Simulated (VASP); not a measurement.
A run of VASP 6.6.1:

POSCAR

```
BiSe3
1.0
    4.7425064307      0.0000000000      0.0000000000
    0.0000000000      4.7425064307      0.0000000000
    0.0000000000      0.0000000000      4.7425064307
Bi Se
1 3
Direct
    0.0000000000      0.0000000000      0.0000000000
    0.0000000000      0.5000000000      0.5000000000
    0.5000000000      0.0000000000      0.5000000000
    0.5000000000      0.5000000000      0.0000000000
```

INCAR.step1

```
PREC = Accurate
ENCUT = 600
ISMEAR = 0
SIGMA = 0.1
LREAL = F
LASPH = T
NELM = 100
GGA = PE
ALGO = Normal
EDIFF = 1E-4
LWAVE = T
LCHARG = F
```

File INCAR.step2:

```
PREC = Accurate
ENCUT = 600
EDIFF = 1E-6
ISMEAR = 0
SIGMA = 0.1
LREAL = F
LASPH = T
NELM = 100
ALGO = Normal
ISIF = 3
LWAVE = F
LCHARG = F
METAGGA = R2SCAN
LMIXTAU = T
IBRION = 2
NSW = 90
EDIFFG = -0.04
ISTART = 1
```

Contents of KPOINTS:

```
regular mesh
0
Gamma
  4 4 4
```

Potentials or basis: VASP PAW PBE potentials, release 64 (Bi_d, Se).

Command:

```sh
$ cat potpaw_PBE.64/Bi_d/POTCAR potpaw_PBE.64/Se/POTCAR > POTCAR
$ cp INCAR.step1 INCAR
$ mpirun -np 1 vasp_std > vasp.out
$ cp INCAR.step2 INCAR
$ mpirun -np 1 vasp_std > vasp.out
```

Hardware: 1 thread of Intel(R) Xeon(R) Platinum 8259CL CPU @ 2.50GHz (Skylake/Cascade Lake), on a shared host.

Problem. How long does it take, and how much memory?

Solution. It took 6 min on 1 thread of Intel(R) Xeon(R) Platinum 8259CL CPU @ 2.50GHz (Skylake/Cascade Lake), with other jobs on the host, peak memory 0.28 GiB. Counts: k points 10, ion steps 3.
